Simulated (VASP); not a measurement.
KF:

```
K F
1.0
     2.99195    0.00000    0.00000
     0.00000    2.99195    0.00000
     0.00000    0.00000    3.17887
K F
1 1
Cartesian
  0.0000 0.0000 0.0000
  1.4960 1.4960 1.5894
```

This cell differs from its parent crystal: biaxial xy strain -5.9%.

Base run:

| Quantity | Value |
| --- | --- |
| Program | VASP 6.6.1 |
| Functional | PBE |
| Potentials or basis | VASP PAW PBE potentials, release 64 (K_sv, F) |
| Cutoff | 520 eV |
| k mesh | 8 × 8 × 8 |
| Occupations | fermi-dirac, width 0.02 eV |
| Spin | no spin polarisation |

Its results: band gap on the k mesh 7.69 eV, indirect (least direct gap 7.69 eV); pressure 10.6 GPa.

Q: The run is repeated on the same cell with these changes: functional from PBE to r2SCAN; occupations from fermi-dirac, width 0.02 eV to gaussian, width 0.01 eV. What comes out?

A: Band gap on the k mesh 8.67 eV, indirect (the least direct gap lies 1.6 meV higher); pressure 7.2 GPa.

Caveats: the PAW data sets were made with another functional, which shifts forces and pressure a little (some runs).

A k mesh can miss the band edges.
